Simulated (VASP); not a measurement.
# BN (R3m) in VASP: phonons with r2SCAN

Aim: the phonons of BN with r2SCAN.

Everything below comes from runs of VASP 6.6.1. Logs are shortened: lines on timing, memory, paths and dates and some standing lists are left out, and cuts for length are marked.

## Step 1: The cell of the first run

It takes space group R3m (No. 160, trigonal). The conventional cell has a = 2.502 Å, b = 2.502 Å, c = 10.119 Å, α = 90.00°, β = 90.00°, γ = 120.00°. Within 1.9 Å of B (site symmetry 3m) lie 3 N at 1.44 Å. N (site symmetry 3m) has 3 B at 1.44 Å within 1.9 Å.

## Step 2: Phonons, r2SCAN

Contents of INCAR:

```
SYSTEM = BN
PREC = Accurate
ENCUT = 520
EDIFF = 1E-8
ISMEAR = 0
SIGMA = 0.01
LREAL = .False.
LASPH = .True.
NELM = 100
ALGO = Normal
ISIF = 2
LWAVE = .False.
LCHARG = .False.
METAGGA = R2SCAN
LMIXTAU = .True.
NBANDS = 11
IBRION = 6
NFREE = 2
POTIM = 0.015
NSW = 1
```

Contents of KPOINTS:

```
Automatic mesh
0
Gamma
  4 4 4
  0 0 0
```

Contents of POSCAR:

```
BN
1.0
    1.2511220000      0.7223350000      3.3729340000
   -1.2511220000      0.7223350000      3.3729340000
    0.0000000000     -1.4446710000      3.3729340000
B N
1 1
Direct
    0.9996710000      0.9996710000      0.9996710000
    0.3327620000      0.3327620000      0.3327620000
```

Potentials or basis: VASP PAW PBE potentials, release 64 (B, N).

Run with:

```bash
$ cat potpaw_PBE.64/B/POTCAR potpaw_PBE.64/N/POTCAR > POTCAR
$ mpirun -np 1 vasp_std > vasp.out
```

OUTCAR:

```text
SYSTEM = BN
   PREC = Accurate
   ENCUT = 520
   EDIFF = 1E-8
   ISMEAR = 0
   LREAL = .False.
   LASPH = .True.
   NELM = 100
   ISIF = 2
   METAGGA = R2SCAN
   IBRION = 6
   NFREE = 2
   POTIM = 0.015
   NSW = 1

 ion  position               nearest neighbor table
   1  1.000  1.000  1.000-   2 1.44   2 1.44   2 1.44
   2  0.333  0.333  0.333-   1 1.44   1 1.44   1 1.44

  LATTYP: Found a trigonal (rhomboedric) cell.
 ALAT       =     3.6692993717
 COS(alpha) =     0.7674785490

  Lattice vectors:

 A1 = (   1.2511220000,   0.7223350000,   3.3729340000)
 A2 = (  -1.2511220000,   0.7223350000,   3.3729340000)
 A3 = (   0.0000000000,  -1.4446710000,   3.3729340000)

Analysis of symmetry for initial positions (statically):
=====================================================================
 Subroutine PRICEL returns:
 Original cell was already a primitive cell.

 Routine SETGRP: Setting up the symmetry group for a
 trigonal (rhombohedral) supercell.

 Subroutine GETGRP returns: Found  6 space group operations
 (whereof  6 operations were pure point group operations)
 out of a pool of 12 trial point group operations.

The static configuration has the point symmetry C_3v.

Analysis of symmetry for dynamics (positions and initial velocities):
=====================================================================
 Subroutine PRICEL returns:
 Original cell was already a primitive cell.

 Routine SETGRP: Setting up the symmetry group for a
 trigonal (rhombohedral) supercell.

 Subroutine GETGRP returns: Found  6 space group operations
 (whereof  6 operations were pure point group operations)
 out of a pool of 12 trial point group operations.

The dynamic configuration has the point symmetry C_3v.

 Subroutine INISYM returns: Found  6 space group operations
 (whereof  6 operations are pure point group operations),
 and found     1 'primitive' translations

----------------------------------------------------------------------------------------

                                     Primitive cell

  volume of cell :      18.2893

  direct lattice vectors                    reciprocal lattice vectors
     1.251122000  0.722335000  3.372934000     0.399641282  0.230733094  0.098825951
    -1.251122000  0.722335000  3.372934000    -0.399641282  0.230733094  0.098825951
     0.000000000 -1.444671000  3.372934000     0.000000000 -0.461466189  0.098825883

  length of vectors
     3.669299372  3.669299372  3.669299397     0.471929533  0.471929533  0.471929654

  position of ions in fractional coordinates (direct lattice)
     0.999671000  0.999671000  0.999671000
     0.332762000  0.332762000  0.332762000

  ion indices of the primitive-cell ions
   primitive index   ion index
                 1           1
                 2           2

----------------------------------------------------------------------------------------

 KPOINTS: Automatic mesh

Automatic generation of k-mesh.
 Grid dimensions read from file:
 generate k-points for:    4    4    4

 Generating k-lattice:

  Cartesian coordinates                     Fractional coordinates (reciprocal lattice)
     0.099910320  0.057683274  0.024706488     0.250000000 -0.000000000  0.000000000
    -0.099910320  0.057683274  0.024706488    -0.000000000  0.250000000  0.000000000
     0.000000000 -0.115366547  0.024706471     0.000000000  0.000000000  0.250000000

  Length of vectors
[... 21 lines left out ...]
 -0.250000  0.250000  0.250000      6.000000
  0.500000  0.500000  0.250000      6.000000
 -0.250000  0.500000  0.250000      6.000000
  0.500000  0.500000  0.500000      1.000000
   k-points           NKPTS =     13   k-points in BZ     NKDIM =     13   number of bands    NBANDS=     11
   number of dos      NEDOS =    301   number of ions     NIONS =      2
   total plane-waves  NPLWV =  21952
   dimension x,y,z NGX =    28 NGY =   28 NGZ =   28
   dimension x,y,z NGXF=    56 NGYF=   56 NGZF=   56
   ions per type =               1   1
   NGX,Y,Z   is equivalent  to a cutoff of  12.69, 12.69, 12.69 a.u.
   NGXF,Y,Z  is equivalent  to a cutoff of  25.37, 25.37, 25.37 a.u.
 SYSTEM =  BN
   PREC   = accura    normal or accurate (medium, high low for compatibility)
   ISTART =      0    job   : 0-new  1-cont  2-samecut
   ICHARG =      2    charge: 1-file 2-atom 10-const
   ISPIN  =      1    spin polarized calculation?
   LNONCOLLINEAR =      F non collinear calculations
   LSORBIT =      F    spin-orbit coupling
   LASPH  =      T    aspherical Exc in radial PAW
   ENCUT  =  520.0 eV  38.22 Ry    6.18 a.u.   6.82  6.82  6.82*2*pi/ulx,y,z
   NELM   =    100;   NELMIN=  2; NELMDL= -5     # of ELM steps
   EDIFF  = 0.1E-07   stopping-criterion for ELM
   LREAL  =      F    real-space projection
   EDIFFG = 0.1E-06   stopping-criterion for IOM
   NSW    =     61    number of steps for IOM
   IBRION =      6    ionic relax: 0-MD 1-quasi-New 2-CG
   NFREE  =      2    steps in history (QN), initial steepest desc. (CG)
   ISIF   =      2    stress and relaxation
   ISYM   =      2    0-nonsym 1-usesym 2-fastsym
   POTIM  = 0.0150    time-step for ionic-motion
   TEBEG  =    0.0;   TEEND  =   0.0 temperature during run
   PSTRESS=    0.0 pullay stress
   NELECT =       8.0000    total number of electrons
   NUPDOWN=      -1.0000    fix difference up-down
   EMIN   =  10.00;   EMAX   =-10.00  energy-range for DOS
   EFERMI =   0.00;   METHOD = LEGACY
   ISMEAR =     0;   SIGMA  =   0.01  broadening in eV -4-tet -1-fermi 0-gaus
   EFERMI_NEDOS =   21; number of points for ismear=-14 and -15
   IALGO  =     38    algorithm
   IMIX   =      4    mixing-type and parameters
     AMIX     =   0.40;   BMIX     =  1.00
     AMIX_MAG =   1.60;   BMIX_MAG =  1.00
  volume/ion in A,a.u.               =       9.14        61.71
  Fermi-wavevector in a.u.,A,eV,Ry     =   1.242717  2.348395 21.012102  1.544346
  Thomas-Fermi vector in A             =   2.377059
   LORBIT       =      0    0 simple, 1 ext, 2 COOP (PROOUT), +10 PAW based schemes
   METAGGA = R2SCAN    functional components
   LHFCALC =     F    Hartree Fock is set to
   AEXX    =    0.0000 exact exchange contribution
   IVDW    =     0    specifies the selected vdW correction
   LEPSILON=     F    determine dielectric tensor
   LRPA    =     F    only Hartree local field effects (RPA)
 finite differences with symmetry
 non-spin polarized calculation
 Gauss-broadening in eV      SIGMA  =   0.01
  energy-cutoff  :      520.00
  volume of cell :       18.29
 maximum number of plane-waves:       517
   NGX = 13   NGY = 13   NGZ = 13

--------------------------------------- Ionic step        1  -------------------------------------------

 number of electron       8.0000000 magnetization

 Free energy of the ion-electron system (eV)
  ---------------------------------------------------
  ext. energy  EPLUGINS =         0.00000000
  ---------------------------------------------------
  free energy    TOTEN  =       -19.27923361 eV

  energy without entropy =      -19.27923361  energy(sigma->0) =      -19.27923361

------------------------ aborting loop because EDIFF is reached ----------------------------------------

  FORCE on cell =-STRESS in cart. coord.  units (eV):
  Direction    XX          YY          ZZ          XY          YZ          ZX
  --------------------------------------------------------------------------------------
  -------------------------------------------------------------------------------------
  Total       -0.0136186     -0.0136186      0.0110359      0.0000000     -0.0000000      0.0000000
  in kB       -1.1930116     -1.1930106      0.9667668      0.0000000     -0.0000001      0.0000000
  external PRESSURE =      -0.4730851 kB  Pullay stress =       0.0000000 kB
[... 275 lines left out ...]
--------------------------------------- Ionic step        9  -------------------------------------------

 number of electron       8.0000001 magnetization

 Free energy of the ion-electron system (eV)
  ---------------------------------------------------
  ext. energy  EPLUGINS =         0.00000000
  ---------------------------------------------------
  free energy    TOTEN  =       -19.27751261 eV

  energy without entropy =      -19.27751261  energy(sigma->0) =      -19.27751261

 E-fermi :   1.4081     XC(G=0): -10.6383

 val. band max:        1.3406208247   @ k =  -0.2500   0.2500   0.0000
 cond. band min:       6.7304199767   @ k =   0.5000   0.5000   0.0000
 fundamental gap:      5.3897991520
 Fermi energy:         1.4080537810

 k-point     1 :       0.0000    0.0000    0.0000
  band No.  band energies     occupation
      1     -16.8943      2.00000
      2      -2.4050      2.00000
      3       0.5706      2.00000
      4       0.5706      2.00000
      5       7.4055      0.00000
      6      14.3141      0.00000
      7      14.3141      0.00000
      8      16.3012      0.00000
      9      17.5515      0.00000
     10      29.3427      0.00000
     11      31.2804      0.00000
[... 195 lines left out ...]
  FREE ENERGIE OF THE ION-ELECTRON SYSTEM (eV)
  ---------------------------------------------------
  free  energy   TOTEN  =       -19.2775126128 eV

  energy  without entropy=      -19.2775126128  energy(sigma->0) =      -19.27751261

 INTERNAL STRAIN TENSORS FROM DISPLACED ATOMS
 ============================================

 INTERNAL STRAIN TENSOR FOR ION    1 for displacements in x,y,z  (eV/Angst):
          X           Y           Z          XY          YZ          ZX
  --------------------------------------------------------------------------------
  x     0.00000     0.00000     0.00000   -12.34435     0.00000    -0.00168
  y   -12.34435    12.34434     0.00000     0.00000    -0.00169     0.00000
  z     0.07550     0.07550    -0.31422     0.00000     0.00000     0.00000

 INTERNAL STRAIN TENSOR FOR ION    2 for displacements in x,y,z  (eV/Angst):
          X           Y           Z          XY          YZ          ZX
  --------------------------------------------------------------------------------
  x     0.00000    -0.00000     0.00000    12.34700     0.00000     0.00128
  y    12.34700   -12.34699    -0.00000    -0.00000     0.00128     0.00000
  z    -0.07522    -0.07522     0.32328     0.00000    -0.00000     0.00000

 Eigenvectors and eigenvalues of the dynamical matrix
 ----------------------------------------------------

   1 f  =   41.167299 THz   258.661767 2PiTHz 1373.193279 cm-1   170.254191 meV
             X         Y         Z           dx          dy          dz
      0.000000 -0.000001 10.115473    -0.751196    0.000000   -0.000000
      0.000000 -0.000000  3.367153     0.660079   -0.000000    0.000000
[... 21 lines left out ...]
   6 f/i=    0.001723 THz     0.010829 2PiTHz    0.057489 cm-1     0.007128 meV
             X         Y         Z           dx          dy          dz
      0.000000 -0.000001 10.115473    -0.000000   -0.000000    0.660033
      0.000000 -0.000000  3.367153    -0.000000   -0.000000    0.751237

 ELASTIC MODULI CONTR FROM IONIC RELAXATION (kBar)
 Direction    XX          YY          ZZ          XY          YZ          ZX
 --------------------------------------------------------------------------------
 XX        -315.6661    315.5931      0.1539      0.0000     -0.0380      0.0000
 YY         315.5931   -315.6656      0.1539     -0.0000      0.0380     -0.0000
 ZZ           0.1539      0.1539     -0.6510     -0.0000      0.0000     -0.0000
 XY           0.0000     -0.0000     -0.0000   -315.6294      0.0000     -0.0379
 YZ          -0.0380      0.0380      0.0000      0.0000     -0.0000      0.0000
 ZX           0.0000     -0.0000     -0.0000     -0.0379      0.0000     -0.0000
 --------------------------------------------------------------------------------
```

Run time: 5 min. Hardware: 1 thread of AMD EPYC 7R13 (Zen 3), shared host; peak memory 0.13 GiB.

Results:

* Highest phonon frequency at Γ, LO-TO splitting left out: 1373 cm⁻¹

Phonon frequencies in cm⁻¹ (negative: imaginary):
| q point | frequencies |
| --- | --- |
| (0.000, 0.000, 0.000) | 0 0 0 781 1373 1373 |

Caveat: the k points lie up to 0.74 Å⁻¹ apart; the PAW data sets were made with another functional, which shifts forces and pressure a little.
